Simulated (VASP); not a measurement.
Write the native input for VASP 6.6.1 that does the following.

| Quantity | Value |
| --- | --- |
| Task | single point |
| Functional | PBEsol |
| Potentials or basis | VASP PAW PBE potentials, release 64 (W_sv) |
| Cutoff | 520 eV |
| k mesh | 16 × 16 × 12 |
| Occupations | gaussian, width 0.15 eV |
| Spin | no spin polarisation |
| Dipole correction | no |
| Further INCAR settings | ALGO = Fast; EDIFF = 1e-06; NBANDS = 21 |

The structure of W lies in POSCAR:

```
W
1.0
    0.0000000000     -1.9991269216     -1.9991269216
    0.0000000000      1.9991269216     -1.9991269216
    3.9982538432      0.0000000000      0.0000000000
W
2
Direct
    0.5101044110      0.4898955890      0.4829925756
   -0.0101044110      0.0101044110      0.0170074244
```

This cell differs from its parent crystal: atoms displaced along several vibrational modes.

The input as run:

INCAR

```
PREC = Accurate
ENCUT = 520
EDIFF = 1E-6
ISMEAR = 0
SIGMA = 0.15
LREAL = False
LASPH = True
NELM = 60
ALGO = Fast
ISIF = 2
LWAVE = False
LCHARG = False
GGA = PS
NBANDS = 21
```

KPOINTS

```
regular mesh
0
Gamma
  16 16 12
```

Potentials or basis: VASP PAW PBE potentials, release 64 (W_sv).

The run is started by

```bash
$ cat potpaw_PBE.64/W_sv/POTCAR > POTCAR
$ mpirun -np 1 vasp_std > vasp.out
```

Results of the run:

| Property | Result |
| --- | --- |
| Pressure | 3.5 GPa |
| Largest force | 1.992 eV/Å |
| Band gap on the k mesh | zero (bands 14 and 15 overlap by 3.67 eV) |

Caveat: the cell differs from its parent crystal (atoms displaced along several vibrational modes); the stress differs along the axes, from -2 to 7 GPa; the PAW data sets were made with another functional, which shifts forces and pressure a little; spin-orbit coupling is left out, which moves the levels of the heavy elements.

Run time: 4.1 min on 1 thread of Intel(R) Xeon(R) Platinum 8488C (Sapphire Rapids), on a shared host, peak memory 0.5 GiB.
